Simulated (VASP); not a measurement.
# ZrSi7 in VASP: notebook

Runs on ZrSi7. Level: PBE. Tasks: single point.

Everything below comes from runs of VASP 6.6.1. Logs are shortened: lines on timing, memory, paths and dates and some standing lists are left out, and cuts for length are marked.

**1. The cell of the first run**

The cell holds an amorphous packing of atoms, 16 atoms: a = 6.389 Å, b = 6.560 Å, c = 6.442 Å, α = 89.98°, β = 87.19°, γ = 86.27°.

**2. Single point, PBE**

Contents of INCAR:

```
SYSTEM = ZrSi7
PREC = Accurate
ENCUT = 520
EDIFF = 1E-6
ISMEAR = -1
SIGMA = 0.087
LREAL = Auto
LASPH = .TRUE.
NELM = 100
ALGO = Normal
ISIF = 2
LWAVE = .FALSE.
LCHARG = .TRUE.
GGA = PE
LELF = .TRUE.
LVHAR = .TRUE.
NBANDS = 54
ISYM = 0
```

Contents of KPOINTS:

```
Automatic mesh
0
Gamma
  1 1 1
  0.25 0.25 0.25
```

Contents of POSCAR:

```
ZrSi7
1.0
    6.3834610000      0.2107420000      0.1575520000
    0.2107420000      6.5561630000     -0.0013120000
    0.1575520000     -0.0013120000      6.4400080000
Si Zr
14 2
Direct
    0.6860788082      0.2631071730      0.6609243511
    0.9274850291      0.2928373953     -0.0550716581
    0.9271040222      0.7435019517      0.3793766066
    1.0023302768     -0.0714975340      0.6902438717
    0.2562435533      0.6862069562      0.5037615822
    0.3775084138      0.3657806870      0.5028080243
    0.2789566520      0.2121279950      0.8342947918
    0.7127557539      0.3783479228      0.2905684741
    0.6142635024      0.6204425201      0.7594609474
    0.9607086293      0.6296164014      0.9439125682
    0.1499183475      0.0998689866      0.4088776121
    0.5522776642      0.6890582405      0.2738115533
    0.1839654056      0.4350609482      0.2048237646
    0.5434104805      0.9386138335      0.5378797749
    0.7020916231     -0.0165999474      0.0802072422
    0.2136874787      0.8759836127      0.0672842954
```

Potentials or basis: VASP PAW PBE potentials, release 64 (Si, Zr_sv).

The run is started by

```bash
$ cat potpaw_PBE.64/Si/POTCAR potpaw_PBE.64/Zr_sv/POTCAR > POTCAR
$ mpirun -np 1 vasp_std > vasp.out
```

OUTCAR:

```text
SYSTEM = ZrSi7
   PREC = Accurate
   ENCUT = 520
   EDIFF = 1E-6
   ISMEAR = -1
   LREAL = Auto
   LASPH = .TRUE.
   NELM = 100
   ISIF = 2
   GGA = PE
   ISYM = 0

 ion  position               nearest neighbor table
   1  0.686  0.263  0.661-   6 2.32   9 2.44   2 2.47   8 2.50  14 2.51   7 2.82   4 2.90  15 3.27

   2  0.927  0.293  0.945-  10 2.23   7 2.35   1 2.47   8 2.60  13 2.61  15 2.68   4 2.90   9 3.12
                            16 3.31
   3  0.927  0.744  0.379-   5 2.30   4 2.43  12 2.57  13 2.73  11 2.83  16 2.83  14 2.83  15 2.87
                            10 2.90   8 2.91
   4  0.002  0.929  0.690-  11 2.33   3 2.43   5 2.46  10 2.57   7 2.83  16 2.85   1 2.90   2 2.90
                            15 3.09  14 3.13
   5  0.256  0.686  0.504-   6 2.19   3 2.30  12 2.35   4 2.46  14 2.57  13 2.61  11 2.83   9 2.89
                            16 3.09
   6  0.378  0.366  0.503-   5 2.19   1 2.32  13 2.36   7 2.43  11 2.44   8 2.49  12 2.84   9 2.90
                            14 2.94
   7  0.279  0.212  0.834-   2 2.35   6 2.43  16 2.71  13 2.82   1 2.82   4 2.83  14 3.00  11 3.01
                            15 3.46
   8  0.713  0.378  0.291-  12 2.23   6 2.49   1 2.50   2 2.60   3 2.91  15 2.93  13 3.08
   9  0.614  0.620  0.759-   1 2.44  14 2.56  10 2.57   5 2.89   6 2.90   2 3.12  15 3.25  16 3.50

  10  0.961  0.630  0.944-   2 2.23  16 2.51  13 2.55   9 2.57   4 2.57  15 2.87   3 2.90
  11  0.150  0.100  0.409-   4 2.33   6 2.44  13 2.58  16 2.65   3 2.83  14 2.83   5 2.83   7 3.01

  12  0.552  0.689  0.274-   8 2.23   5 2.35  14 2.36  15 2.51   3 2.57  16 2.81   6 2.84  13 3.02

  13  0.184  0.435  0.205-   6 2.36  10 2.55  11 2.58   5 2.61   2 2.61   3 2.73   7 2.82  12 3.02
                            16 3.04   8 3.08
  14  0.543  0.939  0.538-  12 2.36   1 2.51   9 2.56   5 2.57  11 2.83   3 2.83   6 2.94   7 3.00
                            15 3.09   4 3.13
  15  0.702  0.983  0.080-  12 2.51   2 2.68   3 2.87  10 2.87   8 2.93  14 3.09   4 3.09   9 3.25
                            16 3.25   1 3.27  16 3.30   7 3.46
  16  0.214  0.876  0.067-  10 2.51  11 2.65   7 2.71  12 2.81   3 2.83   4 2.85  13 3.04   5 3.09
                            15 3.25  15 3.30   2 3.31   9 3.50

IMPORTANT INFORMATION: All symmetrisations will be switched off!
NOSYMM: (Re-)initialisation of all symmetry stuff for point group C_1.

----------------------------------------------------------------------------------------

                                     Primitive cell

  volume of cell :     269.0720

  direct lattice vectors                    reciprocal lattice vectors
     6.383461000  0.210742000  0.157552000     0.156916149 -0.005044698 -0.003839913
     0.210742000  6.556163000 -0.001312000    -0.005044698  0.152690428  0.000154523
     0.157552000 -0.001312000  6.440008000    -0.003839913  0.000154523  0.155373284

  length of vectors
     6.388881683  6.559549313  6.441935066     0.157044171  0.152773818  0.155420803

  position of ions in fractional coordinates (direct lattice)
     0.686078808  0.263107173  0.660924351
     0.927485029  0.292837395  0.944928342
     0.927104022  0.743501952  0.379376607
     0.002330277  0.928502466  0.690243872
     0.256243553  0.686206956  0.503761582
     0.377508414  0.365780687  0.502808024
[... 8 lines left out ...]
     0.702091623  0.983400053  0.080207242
     0.213687479  0.875983613  0.067284295

  ion indices of the primitive-cell ions
   primitive index   ion index
                 1           1
                 2           2
                 3           3
                 4           4
                 5           5
                 6           6
[... 8 lines left out ...]
                15          15
                16          16

----------------------------------------------------------------------------------------

 KPOINTS: Automatic mesh

Automatic generation of k-mesh.
 Grid dimensions read from file:
 generate k-points for:    1    1    1

 Generating k-lattice:

[... 41 lines left out ...]
   TEBEG  =    0.0;   TEEND  =   0.0 temperature during run
   PSTRESS=    0.0 pullay stress
   NELECT =      80.0000    total number of electrons
   NUPDOWN=      -1.0000    fix difference up-down
   EMIN   =  10.00;   EMAX   =-10.00  energy-range for DOS
   EFERMI =   0.00;   METHOD = LEGACY
   ISMEAR =    -1;   SIGMA  =   0.09  broadening in eV -4-tet -1-fermi 0-gaus
   EFERMI_NEDOS =   21; number of points for ismear=-14 and -15
   IALGO  =     38    algorithm
   IMIX   =      4    mixing-type and parameters
     AMIX     =   0.40;   BMIX     =  1.00
     AMIX_MAG =   1.60;   BMIX_MAG =  1.00
  volume/ion in A,a.u.               =      16.82       113.49
  Fermi-wavevector in a.u.,A,eV,Ry     =   1.092652  2.064814 16.243848  1.193889
  Thomas-Fermi vector in A             =   2.228922
   LORBIT       =      0    0 simple, 1 ext, 2 COOP (PROOUT), +10 PAW based schemes
   GGA     = PE    functional components
   LHFCALC =     F    Hartree Fock is set to
   AEXX    =    0.0000 exact exchange contribution
   IVDW    =     0    specifies the selected vdW correction
   LEPSILON=     F    determine dielectric tensor
   LRPA    =     F    only Hartree local field effects (RPA)
 non-spin polarized calculation
  energy-cutoff  :      520.00
  volume of cell :      269.07
 maximum number of plane-waves:      7248
 NGX is ok and might be reduce to    48
   NGX = 23   NGY = 25   NGZ = 23

 number of electron      79.9999999 magnetization

 Free energy of the ion-electron system (eV)
  ---------------------------------------------------
  ext. energy  EPLUGINS =         0.00000000
  ---------------------------------------------------
  free energy    TOTEN  =       -89.03105151 eV

  energy without entropy =      -88.97050996  energy(sigma->0) =      -89.00078073

 E-fermi :   8.4620     XC(G=0): -10.6746

 val. band max:        8.1786739569   @ k =   0.2500   0.2500   0.2500
 cond. band min:       8.7438126421   @ k =   0.2500   0.2500   0.2500
 fundamental gap:      0.5651386851
 Fermi energy:         8.4620037467

 k-point     1 :       0.2500    0.2500    0.2500
  band No.  band energies     occupation
      1     -40.4643      2.00000
      2     -40.2531      2.00000
      3     -18.6369      2.00000
      4     -18.5888      2.00000
      5     -18.5337      2.00000
      6     -18.4129      2.00000
[... 44 lines left out ...]
     51      11.1698      0.00000
     52      11.5422      0.00000
 [bands above 52 left out]

------------------------ aborting loop because EDIFF is reached ----------------------------------------

  FORCE on cell =-STRESS in cart. coord.  units (eV):
  Direction    XX          YY          ZZ          XY          YZ          ZX
  --------------------------------------------------------------------------------------
  -------------------------------------------------------------------------------------
  Total       10.6563582      9.9822174      2.6043078      9.5175187      8.2045903      5.0681796
  in kB       63.4528159     59.4386742     15.5072360     56.6716463     48.8538722     30.1782526
  external PRESSURE =      46.1329087 kB  Pullay stress =       0.0000000 kB

 VOLUME and BASIS-vectors are now :
 -----------------------------------------------------------------------------
  energy-cutoff  :      520.00
  volume of cell :      269.07
      direct lattice vectors                 reciprocal lattice vectors
     6.383461000  0.210742000  0.157552000     0.156916149 -0.005044698 -0.003839913
     0.210742000  6.556163000 -0.001312000    -0.005044698  0.152690428  0.000154523
     0.157552000 -0.001312000  6.440008000    -0.003839913  0.000154523  0.155373284

 POSITION                                       TOTAL-FORCE (eV/Angst)
 -----------------------------------------------------------------------------------
      4.53914      1.86869      4.36411         0.956368      0.038472      0.353448
      6.13115      2.11411      6.23109         0.102972     -0.359983      0.040124
      6.13459      5.06940      2.58828        -1.071505     -0.282811     -0.550902
      0.31930      6.08700      4.44433        -0.737282      0.389559      0.774672
      1.85970      4.55223      3.28370        -0.328992      1.370522      1.061362
      2.56611      2.47702      3.29709         0.081525     -1.333270      0.638574
[... 8 lines left out ...]
      4.70165      6.59519      0.62586         0.373490      1.032606     -1.229330
      1.55927      5.78804      0.46583         0.225896     -0.147721     -1.226018
 -----------------------------------------------------------------------------------
    total drift:                               -0.001813      0.000107      0.005061

  FREE ENERGIE OF THE ION-ELECTRON SYSTEM (eV)
  ---------------------------------------------------
  free  energy   TOTEN  =       -89.0310515053 eV

  energy  without entropy=      -88.9705099634  energy(sigma->0) =      -89.00078073
```

It took 28 s on 1 thread of Intel Xeon Platinum 8488C (Sapphire Rapids), shared host; peak memory 0.31 GiB.

What came out:

* Free energy: -89.0311 eV
* Pressure: 4.6 GPa
* Largest force: 2.525 eV/Å
* Band gap on the k mesh: 0.57 eV

Forces in eV/Å, atoms in the order of the input:
```
Si   0.956  0.038  0.353
Si   0.103 -0.360  0.040
Si  -1.072 -0.283 -0.551
Si  -0.737  0.390  0.775
Si  -0.329  1.371  1.061
Si   0.082 -1.333  0.639
Si   0.697 -0.209  0.360
Si   1.536 -1.889  0.667
Si   0.117  0.665  0.167
Si  -1.030 -0.262 -0.344
Si  -0.463  0.636 -0.016
Si  -0.388 -0.341 -0.407
Si  -0.910  0.143 -0.707
Si   0.839  0.549  0.419
Zr   0.373  1.033 -1.229
Zr   0.226 -0.148 -1.226
```

Stress tensor (GPa, compression positive):
```
6.35 5.67 3.02
5.67 5.94 4.89
3.02 4.89 1.55
```

Caveat: the k points lie up to 0.99 Å⁻¹ apart.

**3. Single point, PBE**

Contents of INCAR:

```
ALGO     = Normal         # electronic algorithm
EDIFF    = 1E-6           # SCF threshold, eV
ENCUT    = 520            # plane-wave cutoff, eV
GGA      = PE             # functional
ISIF     = 2              # what is computed and relaxed
ISMEAR   = -1             # smearing method
ISYM     = 0            
LASPH    = True           # aspherical terms in the spheres
LCHARG   = False          # write CHGCAR
LREAL    = Auto         
LWAVE    = False          # write WAVECAR
NBANDS   = 54             # bands
NELM     = 100            # most SCF steps
PREC     = Accurate       # precision mode
SIGMA    = 0.087          # smearing width, eV
```

KPOINTS is that of step 2.

Contents of POSCAR:

```
ZrSi7
1.0
    6.3834610000      0.2107420000      0.1575520000
    0.2107420000      6.5561630000     -0.0013120000
    0.1575520000     -0.0013120000      6.4400080000
Si Zr
14 2
Direct
    0.6787913052      0.3821327548      0.7579767650
    1.0684906021      0.2276117646     -0.1031433819
    0.9315188699      0.6715671397      0.3412982461
    0.9186679084     -0.1532185427      0.6983016187
    0.2668741629      0.7162185073      0.5463965449
    0.3957656577      0.3631235091      0.4431107457
    0.4107428040      0.1537396426      0.7674668038
    0.7705720646      0.2841935185      0.3955250820
    0.5522591153      0.7173439837      0.7677399822
    0.9180702890      0.5881492586      0.9568419545
    0.0907091633      0.0918645523      0.4178422008
    0.5363146393      0.6589588883      0.2041935522
    0.1722247188      0.4248721460      0.1410253036
    0.6379880699      0.9267754459      0.4929643927
    0.7152666578     -0.0323938472      0.0795605855
    0.1989631960      0.8631418933      0.0212244135
```

Potentials or basis: VASP PAW PBE potentials, release 64 (Si, Zr_sv).

The run is started by

```bash
$ cat potpaw_PBE.64/Si/POTCAR potpaw_PBE.64/Zr_sv/POTCAR > POTCAR
$ mpirun -np 1 vasp_std > vasp.out
```

It took 25 s on 1 thread of Intel Xeon Platinum 8488C (Sapphire Rapids), shared host; peak memory 0.31 GiB.

It converged, with:

```
Free energy            : -89.6820 eV
Pressure               : 3.9 GPa
Largest force          : 2.922 eV/Å
Band gap on the k mesh : 0.64 eV
```

Forces in eV/Å, atoms in the order of the input:
```
Si   1.100 -0.504 -0.367
Si  -1.693  0.537 -1.691
Si   0.312 -0.215  0.550
Si   1.957 -0.039 -0.655
Si  -0.679  0.014 -0.342
Si  -0.925  0.249  0.503
Si  -0.504 -0.367 -0.438
Si  -0.534  1.576 -0.113
Si  -0.206 -0.625  0.641
Si  -1.307 -0.812 -0.869
Si   1.220 -0.919  0.035
Si  -0.276 -1.145  0.813
Si   1.825  0.894  2.099
Si  -1.148  0.473 -1.193
Zr  -0.022  1.606  0.176
Zr   0.880 -0.722  0.850
```

Stress tensor (GPa, compression positive):
```
10.25  2.13  4.17
 2.13  2.41  2.68
 4.17  2.68 -0.83
```

Levels at points of the mesh, in eV from the valence-band top:
```
           k point  band 37  band 38  band 39  band 40  band 41  band 42  band 43  band 44
(0.25, 0.25, 0.25)    -0.69    -0.47    -0.13     0.00     0.64     0.90     1.24     1.39
```

Caveat: the k points lie up to 0.99 Å⁻¹ apart.

**4. Single point, PBE**

Contents of INCAR:

```
SYSTEM = ZrSi7
PREC     = Accurate       ! precision mode
ENCUT    = 520            ! plane-wave cutoff, eV
EDIFF    = 1E-7           ! SCF threshold, eV
ISMEAR   = -1             ! smearing method
SIGMA    = 0.087          ! smearing width, eV
LREAL    = Auto         
LASPH    = .TRUE.         ! aspherical terms in the spheres
NELM     = 60             ! most SCF steps
ALGO     = Normal         ! electronic algorithm
ISIF     = 2              ! what is computed and relaxed
LWAVE    = .FALSE.        ! write WAVECAR
LCHARG   = .FALSE.        ! write CHGCAR
GGA      = PE             ! functional
ISYM     = 0            
NBANDS   = 54             ! bands
```

KPOINTS is that of step 3.

Contents of POSCAR:

```
ZrSi7
1.0
    6.3834610000      0.2107420000      0.1575520000
    0.2107420000      6.5561630000     -0.0013120000
    0.1575520000     -0.0013120000      6.4400080000
Si Zr
14 2
Direct
    0.6804419556      0.3431009191      0.7280868529
    1.0718208170      0.2776812670     -0.1148540802
    0.9642558945      0.6988721073      0.3602645331
    0.9021242587     -0.0764511289      0.7365913544
    0.2239637531      0.7495699872      0.6338303460
    0.3551461948      0.4083620908      0.4921110001
    0.4239315130      0.1357634116      0.7852370469
    0.7997660142      0.3970751626      0.3656851401
    0.5419240643      0.6599367351      0.8086630664
    0.8979511378      0.5844625602      0.9861513863
    0.1233549768      0.1139328272      0.4338877617
    0.5419344898      0.6442053179      0.2579478682
    0.2145387458      0.4205946843      0.1651157594
    0.6177446068      0.9268141504      0.5338220204
    0.7361993915      0.0136511482      0.0970157527
    0.2313302430      0.8800944473      0.0584223096
```

The run is started by

```bash
$ cat potpaw_PBE.64/Si/POTCAR potpaw_PBE.64/Zr_sv/POTCAR > POTCAR
$ mpirun -np 1 vasp_std > vasp.out
```

Run time: 26 s. Hardware: 1 thread of Intel Xeon Platinum 8488C (Sapphire Rapids), shared host; peak memory 0.31 GiB.

The run converged. Its results:

* Free energy: -89.9514 eV
* Pressure: 1.4 GPa
* Largest force: 2.075 eV/Å
* Band gap on the k mesh: 0.38 eV

Forces in eV/Å, atoms in the order of the input:
```
Si   1.560  0.512 -0.419
Si  -0.985 -0.699 -0.772
Si   0.098  0.811  0.697
Si   1.548 -0.549 -0.842
Si  -0.229 -0.454 -0.867
Si   0.420 -0.312  1.654
Si  -1.230 -0.492  0.196
Si  -0.326 -1.842 -0.018
Si   0.675  0.977  0.158
Si  -0.345  0.728 -0.176
Si  -0.399 -0.365 -0.074
Si   0.238  1.033 -0.203
Si   0.169  0.977  0.144
Si  -0.152 -0.852 -1.824
Zr  -0.147  0.763  1.924
Zr  -0.896 -0.234  0.423
```

Stress tensor (GPa, compression positive):
```
 7.38  1.97  2.14
 1.97 -1.68  6.52
 2.14  6.52 -1.44
```

Levels at points of the mesh, in eV from the valence-band top:
```
           k point  band 37  band 38  band 39  band 40  band 41  band 42  band 43  band 44
(0.25, 0.25, 0.25)    -0.77    -0.64    -0.34     0.00     0.38     0.91     1.05     1.34
```

Caveat: the k points lie up to 0.99 Å⁻¹ apart.

**5. Single point, PBE**

Contents of INCAR:

```
PREC     = Accurate       # precision mode
ENCUT    = 520            # plane-wave cutoff, eV
EDIFF    = 1E-6           # SCF threshold, eV
ISMEAR   = -1             # smearing method
SIGMA    = 0.05           # smearing width, eV
LREAL    = Auto         
LASPH    = True           # aspherical terms in the spheres
NELM     = 60             # most SCF steps
ALGO     = Normal         # electronic algorithm
ISIF     = 2              # what is computed and relaxed
LWAVE    = False          # write WAVECAR
LCHARG   = False          # write CHGCAR
GGA      = PE             # functional
NBANDS   = 54             # bands
ISYM     = 0
```

KPOINTS is that of step 4.

Contents of POSCAR:

```
ZrSi7
1.0
    6.3834610000      0.2107420000      0.1575520000
    0.2107420000      6.5561630000     -0.0013120000
    0.1575520000     -0.0013120000      6.4400080000
Si Zr
14 2
Direct
    0.6980270062      0.3740529194      0.7328638732
    0.0405619280      0.2915318950      0.9151867322
    0.9374029966      0.7160585887      0.3841519687
    0.9034864111      0.9404940006      0.7046508074
    0.2419741155      0.7550931235      0.6163922741
    0.3404758664      0.3861704638      0.5328288415
    0.3964452932      0.1429611561      0.8043567362
    0.7497367430      0.3975517376      0.3689124399
    0.5780385730      0.7269210522      0.7872798585
    0.9113057513      0.6367715071      0.9719443517
    0.0915244498      0.1208061723      0.4283557781
    0.5170022880      0.7097779662      0.2737320333
    0.2038345090      0.4693292602      0.1894991785
    0.5711766131      0.9947691875      0.4876848165
    0.7270687101      0.0307249687      0.1088542408
    0.2109717635      0.8719710614      0.0762354647
```

The run is started by

```bash
$ cat potpaw_PBE.64/Si/POTCAR potpaw_PBE.64/Zr_sv/POTCAR > POTCAR
$ mpirun -np 1 vasp_std > vasp.out
```

It took 24 s on 1 thread of Intel Xeon Platinum 8488C (Sapphire Rapids), shared host; peak memory 0.31 GiB.

Results (log left out):

```
Free energy            : -91.2465 eV
Pressure               : 0.0 GPa
Largest force          : 1.959 eV/Å
Band gap on the k mesh : 0.50 eV
```

Forces on the atoms (eV/Å):
```
Si  -0.229 -0.084  0.377
Si   0.193 -0.159  0.201
Si   0.145 -0.009  0.165
Si   0.381 -0.290 -0.093
Si  -0.372 -0.440 -0.383
Si  -0.162  0.643 -0.219
Si   0.149  0.440  0.301
Si  -0.054 -0.293 -0.454
Si   0.305 -0.328  0.426
Si  -0.223 -0.091 -0.061
Si  -0.166 -0.038 -0.064
Si   1.241 -1.456  0.420
Si  -0.348 -0.087  0.089
Si   0.196  0.281  0.704
Zr  -0.418  0.513 -0.336
Zr  -0.636  1.398 -1.072
```

Stress tensor (GPa, compression positive):
```
 5.12  3.46  2.04
 3.46 -1.21  4.62
 2.04  4.62 -3.79
```

Levels at points of the mesh, in eV from the valence-band top:
```
           k point  band 38  band 39  band 40  band 41  band 42  band 43
(0.25, 0.25, 0.25)    -0.54    -0.43     0.00     0.50     1.00     1.21
```

Caveat: the k points lie up to 0.99 Å⁻¹ apart.
